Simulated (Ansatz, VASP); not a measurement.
NaPS: VASP beside Ansatz

Contents of INCAR:

```
SYSTEM = NaPS
PREC = Accurate
ENCUT = 520
EDIFF = 1E-7
ISMEAR = 0
SIGMA = 0.1
LREAL = .False.
LASPH = .True.
NELM = 60
ALGO = Normal
ISIF = 2
LWAVE = .False.
LCHARG = .False.
GGA = PE
NBANDS = 27
```

File KPOINTS:

```
regular mesh
0
Gamma
  4 4 4
  0 0 0
```

File POSCAR:

```
NaPS
1.0
    4.7471111200      0.0000000000      0.0000000000
    0.0000000000      4.7471111200      0.0000000000
    0.0000000000      0.0000000000      6.7134289300
Na P S
2 2 2
Direct
    0.0000000000      0.5000000000      0.0000000000
    0.5000000000      0.0000000000      0.5000000000
    0.0000000000      0.0000000000      0.7500000000
    0.0000000000      0.0000000000      0.2500000000
    0.5000000000      0.5000000000      0.2500000000
    0.5000000000      0.5000000000      0.7500000000
```

Input for Ansatz:

```yaml
crystal:
  lattice:
    - [4.74711112, 0.0, 0.0]
    - [0.0, 4.74711112, 0.0]
    - [0.0, 0.0, 6.71342893]
  atoms:
    - { symbol: Na, position: [0.0, 0.5, 0.0] }
    - { symbol: Na, position: [0.5, 0.0, 0.5] }
    - { symbol: P, position: [0.0, 0.0, 0.75] }
    - { symbol: P, position: [0.0, 0.0, 0.25] }
    - { symbol: S, position: [0.5, 0.5, 0.25] }
    - { symbol: S, position: [0.5, 0.5, 0.75] }
basis:
  ecutwfc: 420
kpoints:
  mp_grid: { grid: [4, 4, 4] }
hamiltonian:
  xc: pbe
scf:
  occupations: { method: gaussian, width: 0.1 }
  lower_state_search: "off"
output:
  forces: true
  stress: true
  eigenvalues: true
```

Alike in both runs: task single point; functional PBE; k mesh 4 × 4 × 4; occupations gaussian, width 0.1 eV; no spin polarisation.

|  | VASP | Ansatz |
| --- | --- | --- |
| version | VASP 6.6.1 | Ansatz 0.2.0 |
| potentials or method | VASP PAW PBE potentials, release 64 (Na_pv, P, S), cutoff 520 eV | scalar-relativistic, plane waves, PAW |
| valence electrons in the cell | 36 | 40 |

Ansatz gave:

```
gap on the k mesh at the Fermi level (eV)                     : none
pressure (GPa)                                                : -5.6
traceless stress, the component that is largest in VASP (GPa) : 3.03
```

Q: What did VASP give for the same quantities?

A: gap on the k mesh at the Fermi level (eV): none; pressure (GPa): -5.6; traceless stress, the component that is largest in VASP (GPa): 3.04.

A gap of «none» marks a metal or a gap that the smearing closes. VASP's potentials hold 36 valence electrons a cell and Ansatz's 40, so a difference there can come from the potentials and not from the codes.
